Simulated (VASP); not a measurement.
# SiC (R3m) in VASP: further runs

The runs below take SiC through single point, with PBEsol.

All numbers are computed with VASP 6.6.1; they aren't measurements. Logs are shortened: lines on timing, memory, paths and dates and some standing lists are left out, and cuts for length are marked.

## (1) The cell of the first run

It takes space group R3m (No. 160, trigonal). Conventional cell: a = 3.101 Å, b = 3.101 Å, c = 7.446 Å, α = 90.00°, β = 90.00°, γ = 120.00°. Si (site symmetry 3m) has 4 C at 1.86 to 1.90 Å within 2.5 Å. Within 2.5 Å of C (site symmetry 3m) lie 4 Si at 1.86 to 1.90 Å.

## (2) Single point, PBEsol

INCAR

```
SYSTEM = SiC
  PREC = Accurate
  ENCUT = 520
  EDIFF = 1E-6
  ISMEAR = 0
  SIGMA = 0.05
  LREAL = .False.
  LASPH = .True.
  NELM = 100
  ALGO = Normal
  ISIF = 2
  LWAVE = .False.
  LCHARG = .False.
  GGA = PS
  NBANDS = 11
```

KPOINTS

```
regular mesh
0
Gamma
  12 12 12
  0 0 0
```

POSCAR

```
SiC
1.0
    0.0000000000      2.1929647276      2.1929647276
    2.1929647276      0.0000000000      2.1929647276
    2.1640175932      2.1640175932      0.0289471344
Si C
1 1
Direct
    0.0000000000      0.0000000000      0.0000000000
    0.7500000000      0.7500000000      0.7500000000
```

Potentials or basis: VASP PAW PBE potentials, release 64 (Si, C).

Run with:

```console
> cat potpaw_PBE.64/Si/POTCAR potpaw_PBE.64/C/POTCAR > POTCAR
> mpirun -np 1 vasp_std > vasp.out
```

OUTCAR:

```text
SYSTEM = SiC
   PREC = Accurate
   ENCUT = 520
   EDIFF = 1E-6
   ISMEAR = 0
   LREAL = .False.
   LASPH = .True.
   NELM = 100
   ISIF = 2
   GGA = PS

 ion  position               nearest neighbor table
   1  0.000  0.000  0.000-   2 1.86   2 1.90   2 1.90   2 1.90
   2  0.750  0.750  0.750-   1 1.86   1 1.90   1 1.90   1 1.90

  LATTYP: Found a trigonal (rhomboedric) cell.
 ALAT       =     3.0605199271
 COS(alpha) =     0.4865798968

  Lattice vectors:

 A1 = (   2.1640175932,  -0.0289471344,  -2.1640175932)
 A2 = (  -0.0289471344,   2.1640175932,  -2.1640175932)
 A3 = (   2.1640175932,   2.1640175932,   0.0289471344)

Analysis of symmetry for initial positions (statically):
=====================================================================
 Subroutine PRICEL returns:
 Original cell was already a primitive cell.

 Routine SETGRP: Setting up the symmetry group for a
 trigonal (rhombohedral) supercell.

 Subroutine GETGRP returns: Found  6 space group operations
 (whereof  6 operations were pure point group operations)
 out of a pool of 12 trial point group operations.

The static configuration has the point symmetry C_3v.

Analysis of symmetry for dynamics (positions and initial velocities):
=====================================================================
 Subroutine PRICEL returns:
 Original cell was already a primitive cell.

 Routine SETGRP: Setting up the symmetry group for a
 trigonal (rhombohedral) supercell.

 Subroutine GETGRP returns: Found  6 space group operations
 (whereof  6 operations were pure point group operations)
 out of a pool of 12 trial point group operations.

The dynamic configuration has the point symmetry C_3v.

 Subroutine INISYM returns: Found  6 space group operations
 (whereof  6 operations are pure point group operations),
 and found     1 'primitive' translations

----------------------------------------------------------------------------------------

                                     Primitive cell

  volume of cell :      20.6747

  direct lattice vectors                    reciprocal lattice vectors
     0.000000000  2.192964728  2.192964728    -0.229537053  0.226466634  0.229537053
     2.192964728  0.000000000  2.192964728     0.226466634 -0.229537053  0.229537053
     2.164017593  2.164017593  0.028947134     0.232607471  0.232607471 -0.232607471

  length of vectors
     3.101320460  3.101320460  3.060519927     0.395805070  0.395805070  0.402887958

  position of ions in fractional coordinates (direct lattice)
     0.000000000  0.000000000  0.000000000
     0.750000000  0.750000000  0.750000000

[... 81 lines left out ...]
   NFREE  =      0    steps in history (QN), initial steepest desc. (CG)
   ISIF   =      2    stress and relaxation
   ISYM   =      2    0-nonsym 1-usesym 2-fastsym
   POTIM  = 0.5000    time-step for ionic-motion
   TEBEG  =    0.0;   TEEND  =   0.0 temperature during run
   PSTRESS=    0.0 pullay stress
   NELECT =       8.0000    total number of electrons
   NUPDOWN=      -1.0000    fix difference up-down
   EMIN   =  10.00;   EMAX   =-10.00  energy-range for DOS
   EFERMI =   0.00;   METHOD = LEGACY
   ISMEAR =     0;   SIGMA  =   0.05  broadening in eV -4-tet -1-fermi 0-gaus
   EFERMI_NEDOS =   21; number of points for ismear=-14 and -15
   IALGO  =     38    algorithm
   IMIX   =      4    mixing-type and parameters
     AMIX     =   0.40;   BMIX     =  1.00
     AMIX_MAG =   1.60;   BMIX_MAG =  1.00
  volume/ion in A,a.u.               =      10.34        69.76
  Fermi-wavevector in a.u.,A,eV,Ry     =   1.192957  2.254363 19.363097  1.423147
  Thomas-Fermi vector in A             =   2.328983
   LORBIT       =      0    0 simple, 1 ext, 2 COOP (PROOUT), +10 PAW based schemes
   GGA     = PS    functional components
   LHFCALC =     F    Hartree Fock is set to
   AEXX    =    0.0000 exact exchange contribution
   IVDW    =     0    specifies the selected vdW correction
   LEPSILON=     F    determine dielectric tensor
   LRPA    =     F    only Hartree local field effects (RPA)
 non-spin polarized calculation
 Gauss-broadening in eV      SIGMA  =   0.05
  energy-cutoff  :      520.00
  volume of cell :       20.67
 maximum number of plane-waves:       568
   NGX = 11   NGY = 11   NGZ = 11

 number of electron       8.0000001 magnetization

 Free energy of the ion-electron system (eV)
  ---------------------------------------------------
  ext. energy  EPLUGINS =         0.00000000
  ---------------------------------------------------
  free energy    TOTEN  =       -15.90556277 eV

  energy without entropy =      -15.90556277  energy(sigma->0) =      -15.90556277

 E-fermi :   8.3315     XC(G=0): -11.5084

 val. band max:        8.1389883877   @ k =   0.0000   0.0000   0.0000
 cond. band min:       9.2919592542   @ k =   0.5000   0.5000  -0.0000
 fundamental gap:      1.1529708665
 Fermi energy:         8.3314775902

 k-point     1 :       0.0000    0.0000    0.0000
  band No.  band energies     occupation
      1      -7.3660      2.00000
      2       8.0279      2.00000
      3       8.0279      2.00000
      4       8.1390      2.00000
      5      14.1693      0.00000
      6      15.1620      0.00000
      7      15.1620      0.00000
      8      15.7232      0.00000
      9      22.5313      0.00000
     10      22.5313      0.00000
     11      24.3392      0.00000
[... 309 lines left out ...]
 k-point    24 :      -0.4167    0.1667   -0.0000
  band No.  band energies     occupation
      1      -3.4915      2.00000
      2      -0.0098      2.00000
      3       4.9683      2.00000
      4       6.6039      2.00000
      5      13.2048      0.00000
      6      15.7677      0.00000
      7      16.6615      0.00000
      8      19.1125      0.00000
      9      22.4975      0.00000
     10      23.5180      0.00000
     11      26.0540      0.00000

 [... further k-points ...]
[... 5 lines left out ...]
  --------------------------------------------------------------------------------------
  -------------------------------------------------------------------------------------
  Total        0.0621978      0.0621978      0.0621978      0.4795222     -0.4795222     -0.4795222
  in kB        4.8199859      4.8199859      4.8199859     37.1603416    -37.1603416    -37.1603416
  external PRESSURE =       4.8199859 kB  Pullay stress =       0.0000000 kB

 VOLUME and BASIS-vectors are now :
 -----------------------------------------------------------------------------
  energy-cutoff  :      520.00
  volume of cell :       20.67
      direct lattice vectors                 reciprocal lattice vectors
     0.000000000  2.192964728  2.192964728    -0.229537053  0.226466634  0.229537053
     2.192964728  0.000000000  2.192964728     0.226466634 -0.229537053  0.229537053
     2.164017593  2.164017593  0.028947134     0.232607471  0.232607471 -0.232607471

 POSITION                                       TOTAL-FORCE (eV/Angst)
 -----------------------------------------------------------------------------------
      0.00000      0.00000      0.00000        -0.126878     -0.126878      0.126878
      3.26774      3.26774      3.31116         0.126878      0.126878     -0.126878
 -----------------------------------------------------------------------------------
    total drift:                                0.000014      0.000014     -0.000014

  FREE ENERGIE OF THE ION-ELECTRON SYSTEM (eV)
  ---------------------------------------------------
  free  energy   TOTEN  =       -15.9055627706 eV

  energy  without entropy=      -15.9055627706  energy(sigma->0) =      -15.90556277
```

OSZICAR:

```text
N       E                     dE             d eps       ncg     rms          rms(c)
DAV:   1     0.255092988099E+01    0.25509E+01   -0.39556E+03  4326   0.612E+02
DAV:   2    -0.171114018797E+02   -0.19662E+02   -0.18783E+02  5207   0.108E+02
DAV:   3    -0.177064771890E+02   -0.59508E+00   -0.59400E+00  5142   0.157E+01
DAV:   4    -0.177086855490E+02   -0.22084E-02   -0.22082E-02  4792   0.121E+00
DAV:   5    -0.177086953390E+02   -0.97900E-05   -0.97899E-05  5122   0.740E-02    0.875E+00
DAV:   6    -0.159856566585E+02    0.17230E+01   -0.60506E+00  4731   0.109E+01    0.393E+00
DAV:   7    -0.159201996618E+02    0.65457E-01   -0.37352E-01  4964   0.345E+00    0.177E+00
DAV:   8    -0.159057381952E+02    0.14461E-01   -0.21087E-02  4764   0.924E-01    0.164E-01
DAV:   9    -0.159055182016E+02    0.21999E-03   -0.17381E-03  5148   0.222E-01    0.110E-01
DAV:  10    -0.159055621530E+02   -0.43951E-04   -0.12563E-04  4698   0.711E-02    0.257E-02
DAV:  11    -0.159055626025E+02   -0.44954E-06   -0.11389E-05  4994   0.190E-02    0.561E-03
DAV:  12    -0.159055627706E+02   -0.16811E-06   -0.69299E-07  2808   0.516E-03
   1 F= -.15905563E+02 E0= -.15905563E+02  d E =-.597370E-11
```

Wall time 18 s (1 thread of Intel Xeon 6975P-C, shared host); peak memory 0.16 GiB.

Results:

| Item | Value |
| --- | --- |
| Free energy | -15.9056 eV |
| Pressure | 0.5 GPa |
| Largest force | 0.220 eV/Å |
| Band gap on the k mesh | 1.15 eV, indirect (least direct gap 4.33 eV) |

Forces on the atoms (eV/Å):
```
Si  -0.127 -0.127  0.127
C    0.127  0.127 -0.127
```

Stress tensor (GPa, compression positive):
```
 0.48  3.72 -3.72
 3.72  0.48 -3.72
-3.72 -3.72  0.48
```

Caveat: the PAW data sets were made with another functional, which shifts forces and pressure a little. As with any semilocal functional, this PBEsol gap is likely too small.

## (3) Single point, PBEsol

INCAR

```
SYSTEM = SiC
ALGO = Normal ; EDIFF = 1E-6
ENCUT = 520 ; GGA = PS
ISIF = 2 ; ISMEAR = 0
LASPH = .TRUE. ; LCHARG = .FALSE.
LREAL = .FALSE. ; LWAVE = .FALSE.
NBANDS = 11 ; NELM = 100
PREC = Accurate ; SIGMA = 0.05
```

KPOINTS

```
k-points
0
G
  12 12 12
  0 0 0
```

POSCAR

```
SiC
1.0
    0.0000000000      2.2225304981      2.2225304981
    2.2225304981      0.0000000000      2.2225304981
    2.1359999774      2.1359999774      0.0865305207
Si C
1 1
Direct
    0.0000000000      0.0000000000      0.0000000000
    0.7500000000      0.7500000000      0.7500000000
```

Potentials or basis: VASP PAW PBE potentials, release 64 (Si, C).

Run with:

```console
> cat potpaw_PBE.64/Si/POTCAR potpaw_PBE.64/C/POTCAR > POTCAR
> mpirun -np 1 vasp_std > vasp.out
```

Run time: 19 s. Hardware: 1 thread of Intel Xeon 6975P-C, shared host; peak memory 0.16 GiB.

It converged, with:

| Quantity | Value |
| --- | --- |
| Free energy | -15.8269 eV |
| Pressure | 1.5 GPa |
| Largest force | 0.797 eV/Å |
| Band gap on the k mesh | 0.98 eV, indirect (least direct gap 4.03 eV) |

Forces on the atoms (eV/Å):
```
Si  -0.460 -0.460  0.460
C    0.460  0.460 -0.460
```

Stress tensor (GPa, compression positive):
```
  1.52  11.54 -11.54
 11.54   1.52 -11.54
-11.54 -11.54   1.52
```

Levels at points of the mesh, in eV from the valence-band top:
```
           k point  band 2  band 3  band 4  band 5  band 6  band 7
(0.00, 0.00, 0.00)   -0.29   -0.29    0.00    5.53    6.61    6.61
(0.50, 0.00, 0.00)   -8.83   -1.14   -1.10    5.40    6.70    7.62
(0.50, 0.50, 0.00)   -8.01   -3.72   -3.05    0.98    4.11   13.35
(0.00, 0.00, 0.50)   -8.66   -1.59   -1.59    4.35    6.46    6.46
```

Caveat: the PAW data sets were made with another functional, which shifts forces and pressure a little. A k mesh can miss the band edges.
